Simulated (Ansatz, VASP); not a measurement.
# GaSb in VASP and in Ansatz

Contents of INCAR:

```
SYSTEM = GaSb
PREC = Accurate
ENCUT = 520
EDIFF = 1E-7
ISMEAR = 0
SIGMA = 0.05
LREAL = .False.
LASPH = .True.
NELM = 100
ALGO = Normal
ISIF = 2
LWAVE = .False.
LCHARG = .False.
GGA = PS
NBANDS = 16
```

File KPOINTS:

```
Automatic mesh
0
Gamma
  10 10 10
  0 0 0
```

The input POSCAR:

```
GaSb
1.0
    0.0000000000      3.0557657297      3.0557657297
    3.0557657297      0.0000000000      3.0557657297
    3.0557657297      3.0557657297      0.0000000000
Ga Sb
1 1
Direct
    0.0000000000      0.0000000000      0.0000000000
    0.7500000000      0.7500000000      0.7500000000
```

Input for Ansatz:

```yaml
crystal:
  lattice:
    - [0.0, 3.0557657297, 3.0557657297]
    - [3.0557657297, 0.0, 3.0557657297]
    - [3.0557657297, 3.0557657297, 0.0]
  atoms:
    - { symbol: Ga, position: [0.0, 0.0, 0.0] }
    - { symbol: Sb, position: [0.75, 0.75, 0.75] }
basis:
  ecutwfc: 420
  ecutrho_ratio: 4
kpoints:
  mp_grid: { grid: [10, 10, 10] }
hamiltonian:
  xc: pbesol
scf:
  occupations: { method: gaussian, width: 0.05 }
output:
  forces: true
  stress: true
  eigenvalues: true
```

Alike in both runs: task single point; functional PBEsol; k mesh 10 × 10 × 10; occupations gaussian, width 0.05 eV; no spin polarisation.

|  | VASP | Ansatz |
| --- | --- | --- |
| version | VASP 6.6.1 | Ansatz 0.2.0 |
| potentials or method | VASP PAW PBE potentials, release 64 (Ga_d, Sb), cutoff 520 eV | scalar-relativistic, plane waves, PAW |
| valence electrons in the cell | 18 | 28 |

|  | VASP | Ansatz | Ansatz less VASP |
| --- | --- | --- | --- |
| pressure (GPa) | 0.1 | 0.0 | -0.10 |

VASP's potentials were made for PBE, not for PBEsol. With one functional, cell and mesh, what is left measures potentials, basis and numerics. VASP's potentials hold 18 valence electrons a cell and Ansatz's 28, so a difference there can come from the potentials and not from the codes.

Neither program's run includes spin-orbit coupling.
